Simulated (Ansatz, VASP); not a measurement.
# One calculation of Sb, two programs

```
CELL_PARAMETERS angstrom
2.47505 0.00000 0.00000
-1.23752 2.14345 0.00000
0.00000 0.00000 3.93966
ATOMIC_POSITIONS crystal
Sb 0.33333 0.66667 0.25000
Sb 0.66667 0.33333 0.75000
```

Change from the starting cell: volume scaled by 0.4, PAW files.

Alike in both runs: task single point; functional PBEsol; k mesh 13 × 13 × 7; occupations fermi-dirac, width 0.1 eV; no spin polarisation.

|  | VASP | Ansatz |
| --- | --- | --- |
| version | VASP 6.6.1 | Ansatz 0.2.0 |
| potentials or method | VASP PAW PBE potentials, release 64 (Sb) | PAW with Ansatz's default frozen-core files, scalar-relativistic |
| plane-wave cutoff (eV) | 520 | 420 |
| valence electrons in the cell | 10 | 30 |

```csv
,VASP,Ansatz,Ansatz less VASP
pressure (GPa),539.7,513.8,-25.97
"traceless stress, the component that is largest in VASP (GPa)",-0.80,0.32,+1.117
```

VASP's potentials were made for PBE, not for PBEsol. Both programs put the cell under a high pressure, so it lies far from rest at this level. The functional is the same, so the differences come from potentials, cutoffs and numerics. VASP's potentials hold 10 valence electrons a cell and Ansatz's 30, so a difference there can come from the potentials and not from the codes.

Spin-orbit coupling is off throughout. Noted on VASP's run: the cell as given lies far from equilibrium.
